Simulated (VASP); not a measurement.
# Hf (Pm-3m) in VASP: notebook

Hf is run at these levels: PBE; tasks: single point.

All numbers are computed with VASP 6.6.1; they aren't measurements. Logs are shortened: lines on timing, memory, paths and dates and some standing lists are left out, and cuts for length are marked.

## (1) The cell of the first run

Symmetry: Pm-3m, No. 221, cubic system. The conventional cell has a = 2.236 Å, b = 2.236 Å, c = 2.236 Å, α = 90.00°, β = 90.00°, γ = 90.00°. Hf (site symmetry m-3m) has 6 Hf at 2.24 Å within 3.0 Å.

## (2) Single point, PBE (volume scaled by 0.45)

Input file INCAR:

```
ALGO = Normal
EDIFF = 1E-6
ENCUT = 520
GGA = PE
ISIF = 2
ISMEAR = -1
LASPH = True
LCHARG = True
LELF = True
LREAL = False
LVHAR = True
LWAVE = False
NBANDS = 11
NELM = 80
PREC = Accurate
SIGMA = 0.08
```

Input file KPOINTS:

```
k-points
0
Gamma
  15 15 15
```

Input file POSCAR:

```
Hf
1.0
    2.2357926480      0.0000000000      0.0000000000
    0.0000000000      2.2357926480      0.0000000000
    0.0000000000      0.0000000000      2.2357926480
Hf
1
Direct
    0.0000000000      0.0000000000      0.0000000000
```

Potentials or basis: VASP PAW PBE potentials, release 64 (Hf_pv).

Launch:

```sh
cat potpaw_PBE.64/Hf_pv/POTCAR > POTCAR
mpirun -np 1 vasp_std > vasp.out
```

OUTCAR:

```text
EDIFF = 1E-6
   ENCUT = 520
   GGA = PE
   ISIF = 2
   ISMEAR = -1
   LASPH = True
   LREAL = False
   NELM = 80
   PREC = Accurate

 ion  position               nearest neighbor table
   1  0.000  0.000  0.000-

  LATTYP: Found a simple cubic cell.
 ALAT       =     2.2357926480

  Lattice vectors:

 A1 = (   2.2357926480,   0.0000000000,   0.0000000000)
 A2 = (   0.0000000000,   2.2357926480,   0.0000000000)
 A3 = (   0.0000000000,   0.0000000000,   2.2357926480)

Analysis of symmetry for initial positions (statically):
=====================================================================
 Subroutine PRICEL returns:
 Original cell was already a primitive cell.

 Routine SETGRP: Setting up the symmetry group for a
 simple cubic supercell.

 Subroutine GETGRP returns: Found 48 space group operations
 (whereof 48 operations were pure point group operations)
 out of a pool of 48 trial point group operations.

The static configuration has the point symmetry O_h .

Analysis of symmetry for dynamics (positions and initial velocities):
=====================================================================
 Subroutine PRICEL returns:
 Original cell was already a primitive cell.

 Routine SETGRP: Setting up the symmetry group for a
 simple cubic supercell.

 Subroutine GETGRP returns: Found 48 space group operations
 (whereof 48 operations were pure point group operations)
 out of a pool of 48 trial point group operations.

The dynamic configuration has the point symmetry O_h .

 Subroutine INISYM returns: Found 48 space group operations
 (whereof 48 operations are pure point group operations),
 and found     1 'primitive' translations

----------------------------------------------------------------------------------------

                                     Primitive cell

  volume of cell :      11.1762

  direct lattice vectors                    reciprocal lattice vectors
     2.235792648  0.000000000  0.000000000     0.447268668  0.000000000  0.000000000
     0.000000000  2.235792648  0.000000000     0.000000000  0.447268668  0.000000000
     0.000000000  0.000000000  2.235792648     0.000000000  0.000000000  0.447268668

  length of vectors
     2.235792648  2.235792648  2.235792648     0.447268668  0.447268668  0.447268668

  position of ions in fractional coordinates (direct lattice)
     0.000000000  0.000000000  0.000000000

  ion indices of the primitive-cell ions
   primitive index   ion index
                 1           1

----------------------------------------------------------------------------------------

 KPOINTS: k-points

Automatic generation of k-mesh.
 Grid dimensions read from file:
 generate k-points for:   15   15   15

 Generating k-lattice:

  Cartesian coordinates                     Fractional coordinates (reciprocal lattice)
     0.029817911  0.000000000  0.000000000     0.066666667  0.000000000  0.000000000
     0.000000000  0.029817911  0.000000000     0.000000000  0.066666667  0.000000000
     0.000000000  0.000000000  0.029817911     0.000000000  0.000000000  0.066666667

  Length of vectors
     0.029817911  0.029817911  0.029817911

  Shift w.r.t. Gamma in fractional coordinates (k-lattice)
     0.000000000  0.000000000  0.000000000

 Subroutine IBZKPT returns following result:
 ===========================================

 Found    120 irreducible k-points:

 Following reciprocal coordinates:
            Coordinates               Weight
  0.000000  0.000000  0.000000      1.000000
  0.066667  0.000000  0.000000      6.000000
  0.133333  0.000000  0.000000      6.000000
  0.200000  0.000000  0.000000      6.000000
  0.266667  0.000000  0.000000      6.000000
  0.333333  0.000000  0.000000      6.000000
[... 16 lines left out ...]
  0.266667  0.200000  0.000000     24.000000
  0.333333  0.200000  0.000000     24.000000
 [... further k-points ...]
   k-points           NKPTS =    120   k-points in BZ     NKDIM =    120   number of bands    NBANDS=     11
   number of dos      NEDOS =    301   number of ions     NIONS =      1
   total plane-waves  NPLWV =   5832
   dimension x,y,z NGX =    18 NGY =   18 NGZ =   18
   dimension x,y,z NGXF=    36 NGYF=   36 NGZF=   36
   ions per type =               1
   NGX,Y,Z   is equivalent  to a cutoff of  13.38, 13.38, 13.38 a.u.
   NGXF,Y,Z  is equivalent  to a cutoff of  26.77, 26.77, 26.77 a.u.
 SYSTEM =  unknown system
   PREC   = accura    normal or accurate (medium, high low for compatibility)
   ISTART =      0    job   : 0-new  1-cont  2-samecut
   ICHARG =      2    charge: 1-file 2-atom 10-const
   ISPIN  =      1    spin polarized calculation?
   LNONCOLLINEAR =      F non collinear calculations
   LSORBIT =      F    spin-orbit coupling
   LASPH  =      T    aspherical Exc in radial PAW
   ENCUT  =  520.0 eV  38.22 Ry    6.18 a.u.   4.16  4.16  4.16*2*pi/ulx,y,z
   NELM   =     80;   NELMIN=  2; NELMDL= -5     # of ELM steps
   EDIFF  = 0.1E-05   stopping-criterion for ELM
   LREAL  =      F    real-space projection
   EDIFFG = 0.1E-04   stopping-criterion for IOM
   NSW    =      0    number of steps for IOM
   IBRION =     -1    ionic relax: 0-MD 1-quasi-New 2-CG
   NFREE  =      0    steps in history (QN), initial steepest desc. (CG)
   ISIF   =      2    stress and relaxation
   ISYM   =      2    0-nonsym 1-usesym 2-fastsym
   POTIM  = 0.5000    time-step for ionic-motion
   TEBEG  =    0.0;   TEEND  =   0.0 temperature during run
   PSTRESS=    0.0 pullay stress
   NELECT =      10.0000    total number of electrons
   NUPDOWN=      -1.0000    fix difference up-down
   EMIN   =  10.00;   EMAX   =-10.00  energy-range for DOS
   EFERMI =   0.00;   METHOD = LEGACY
   ISMEAR =    -1;   SIGMA  =   0.08  broadening in eV -4-tet -1-fermi 0-gaus
   EFERMI_NEDOS =   21; number of points for ismear=-14 and -15
   IALGO  =     38    algorithm
   IMIX   =      4    mixing-type and parameters
     AMIX     =   0.40;   BMIX     =  1.00
     AMIX_MAG =   1.60;   BMIX_MAG =  1.00
  volume/ion in A,a.u.               =      11.18        75.42
  Fermi-wavevector in a.u.,A,eV,Ry     =   1.577526  2.981093 33.859317  2.488590
  Thomas-Fermi vector in A             =   2.678195
   LORBIT       =      0    0 simple, 1 ext, 2 COOP (PROOUT), +10 PAW based schemes
   GGA     = PE    functional components
[... 5 lines left out ...]
 non-spin polarized calculation
  energy-cutoff  :      520.00
  volume of cell :       11.18
 maximum number of plane-waves:       308
 NGX is ok and might be reduce to    18
   NGX =  9   NGY =  9   NGZ =  9

 number of electron      10.0000000 magnetization

 number of electron       9.9999997 magnetization

 Free energy of the ion-electron system (eV)
  ---------------------------------------------------
  ext. energy  EPLUGINS =         0.00000000
  ---------------------------------------------------
  free energy    TOTEN  =        -3.07681566 eV

  energy without entropy =       -3.06021959  energy(sigma->0) =       -3.06851762

 E-fermi :  10.5529     XC(G=0): -14.8091

 val. band max:       10.5263900234   @ k =   0.3333   0.2667   0.1333
 cond. band min:      10.5606310601   @ k =   0.4667   0.1333   0.0000
 fundamental gap:      0.0342410368
 Fermi energy:        10.5529332473

 k-point     1 :       0.0000    0.0000    0.0000
  band No.  band energies     occupation
      1     -17.0329      2.00000
      2     -17.0329      2.00000
      3     -17.0329      2.00000
      4       2.8047      2.00000
      5       5.5750      2.00000
      6       5.5750      2.00000
      7      24.6752      0.00000
      8      24.6752      0.00000
      9      24.6752      0.00000
     10      25.2652      0.00000
     11      33.5936      0.00000

 k-point     2 :       0.0667    0.0000    0.0000
  band No.  band energies     occupation
      1     -17.4620      2.00000
      2     -17.0000      2.00000
      3     -17.0000      2.00000
      4       3.1054      2.00000
      5       5.6549      2.00000
      6       6.0836      2.00000
      7      23.8396      0.00000
      8      23.8396      0.00000
      9      24.7260      0.00000
     10      25.2588      0.00000
     11      32.4372      0.00000

 k-point     3 :       0.1333    0.0000    0.0000
  band No.  band energies     occupation
      1     -18.5710      2.00000
      2     -16.9063      2.00000
      3     -16.9063      2.00000
      4       3.7493      2.00000
      5       5.8874      2.00000
      6       7.6470      2.00000
      7      22.0050      0.00000
      8      22.0050      0.00000
      9      24.8719      0.00000
     10      25.2395      0.00000
     11      30.1995      0.00000

 k-point     4 :       0.2000    0.0000    0.0000
  band No.  band energies     occupation
      1     -19.9986      2.00000
      2     -16.7651      2.00000
      3     -16.7651      2.00000
      4       4.4947      2.00000
      5       6.2484      2.00000
      6       9.9798      1.99845
      7      19.9773      0.00000
      8      19.9773      0.00000
      9      25.0926      0.00000
     10      25.2053      0.00000
     11      28.1197      0.00000

 k-point     5 :       0.2667    0.0000    0.0000
  band No.  band energies     occupation
      1     -21.4306      2.00000
      2     -16.5984      2.00000
      3     -16.5984      2.00000
      4       5.3367      2.00000
      5       6.6948      2.00000
      6      12.3470      0.00000
      7      18.1264      0.00000
      8      18.1264      0.00000
      9      25.1596      0.00000
     10      25.3557      0.00000
     11      26.9376      0.00000
[... 211 lines left out ...]
 k-point    21 :       0.4667    0.1333    0.0000
  band No.  band energies     occupation
      1     -23.8016      2.00000
      2     -17.6171      2.00000
      3     -16.1118      2.00000
      4       8.1299      2.00000
      5       9.3291      2.00000
      6      10.5606      0.95193
      7      15.3371      0.00000
      8      17.9235      0.00000
      9      23.7555      0.00000
     10      25.1430      0.00000
     11      30.0556      0.00000

 k-point    22 :       0.2000    0.2000    0.0000
  band No.  band energies     occupation
      1     -19.7906      2.00000
      2     -19.5076      2.00000
      3     -16.5040      2.00000
      4       5.9597      2.00000
      5       9.0446      2.00000
      6      11.5456      0.00001
      7      16.0329      0.00000
      8      19.9602      0.00000
      9      21.2970      0.00000
     10      25.1836      0.00000
     11      30.2620      0.00000

 k-point    23 :       0.2667    0.2000    0.0000
  band No.  band energies     occupation
      1     -21.0661      2.00000
      2     -19.4174      2.00000
      3     -16.3416      2.00000
      4       6.5433      2.00000
      5       9.0846      2.00000
      6      12.8958      0.00000
      7      16.1619      0.00000
      8      18.6282      0.00000
      9      21.1769      0.00000
     10      25.1573      0.00000
     11      28.9792      0.00000

 k-point    24 :       0.3333    0.2000    0.0000
  band No.  band energies     occupation
      1     -22.2633      2.00000
      2     -19.2065      2.00000
      3     -16.1817      2.00000
      4       7.0537      2.00000
      5       8.6802      2.00000
      6      13.0940      0.00000
      7      17.2275      0.00000
      8      17.9065      0.00000
      9      21.4636      0.00000
     10      25.1337      0.00000
     11      28.4453      0.00000

 [... further k-points ...]

------------------------ aborting loop because EDIFF is reached ----------------------------------------

  FORCE on cell =-STRESS in cart. coord.  units (eV):
  Direction    XX          YY          ZZ          XY          YZ          ZX
  --------------------------------------------------------------------------------------
  -------------------------------------------------------------------------------------
  Total       18.8993218     18.8993218     18.8993218      0.0000000      0.0000000     -0.0000000
  in kB     2709.3320236   2709.3320236   2709.3320236      0.0000000      0.0000000     -0.0000000
  external PRESSURE =    2709.3320236 kB  Pullay stress =       0.0000000 kB

 VOLUME and BASIS-vectors are now :
 -----------------------------------------------------------------------------
  energy-cutoff  :      520.00
  volume of cell :       11.18
      direct lattice vectors                 reciprocal lattice vectors
     2.235792648  0.000000000  0.000000000     0.447268668  0.000000000  0.000000000
     0.000000000  2.235792648  0.000000000     0.000000000  0.447268668  0.000000000
     0.000000000  0.000000000  2.235792648     0.000000000  0.000000000  0.447268668

 POSITION                                       TOTAL-FORCE (eV/Angst)
 -----------------------------------------------------------------------------------
      0.00000      0.00000      0.00000         0.000000      0.000000      0.000000
 -----------------------------------------------------------------------------------
    total drift:                                0.000000      0.000000      0.000000

  FREE ENERGIE OF THE ION-ELECTRON SYSTEM (eV)
  ---------------------------------------------------
  free  energy   TOTEN  =        -3.0768156559 eV

  energy  without entropy=       -3.0602195885  energy(sigma->0) =       -3.06851762
```

Run time: 16 s. Hardware: 1 thread of Intel Xeon Platinum 8259CL at 2.50GHz (Skylake/Cascade Lake), shared host; peak memory 0.13 GiB.

Results:

- Free energy: -3.0768 eV
- Pressure: 270.9 GPa
- Band gap on the k mesh: zero (band 5 reaches 12.75 eV, above the bottom of band 6 at 5.05 eV)

Levels at points of the mesh, in eV from the Fermi level:
```tsv
k point	band 2	band 3	band 4	band 5	band 6	band 7	band 8	band 9
(0.00, 0.00, 0.00)	-27.59	-27.59	-7.75	-4.98	-4.98	14.12	14.12	14.12
```

Caveat: spin-orbit coupling is left out, which moves the levels of the heavy elements.

[end of part 1 of 2]
